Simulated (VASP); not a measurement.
BaTiO3:

```
CELL_PARAMETERS angstrom
3.99980 0.00000 0.00000
0.00000 3.99980 0.00000
0.00000 0.00000 4.01800
ATOMIC_POSITIONS crystal
Ba 0.00000 0.00000 0.00000
Ti 0.50000 0.50000 0.49000
O 0.50000 0.50000 0.01900
O 0.50000 0.00000 0.51700
O 0.00000 0.50000 0.51700
```

Base run:

| Quantity | Value |
| --- | --- |
| Program | VASP 6.6.1 |
| Functional | PBEsol |
| Potentials or basis | VASP PAW PBE potentials, release 64 (Ba_sv, Ti_sv, O) |
| Cutoff | 520 eV |
| k mesh | 6 × 6 × 6 |
| Occupations | gaussian, width 0.01 eV |
| Spin | no spin polarisation |
| Hubbard terms | Ti d U = 2.0 eV |

Its results: band gap on the k mesh 1.95 eV (least direct gap 2.25 eV); pressure -0.4 GPa; largest force 0.147 eV/Å.

Q: The run is repeated on the same cell with these changes: hubbard terms from Ti d U = 2.0 eV to none. What comes out?

A: Band gap on the k mesh 1.72 eV (least direct gap 2.02 eV); pressure -2.0 GPa; largest force 0.324 eV/Å.

The U term pushes filled and empty states of the shell apart.

Caveats: the PAW data sets were made with another functional, which shifts forces and pressure a little; spin-orbit coupling is left out, which moves the levels of the heavy elements.

A k mesh can miss the band edges.
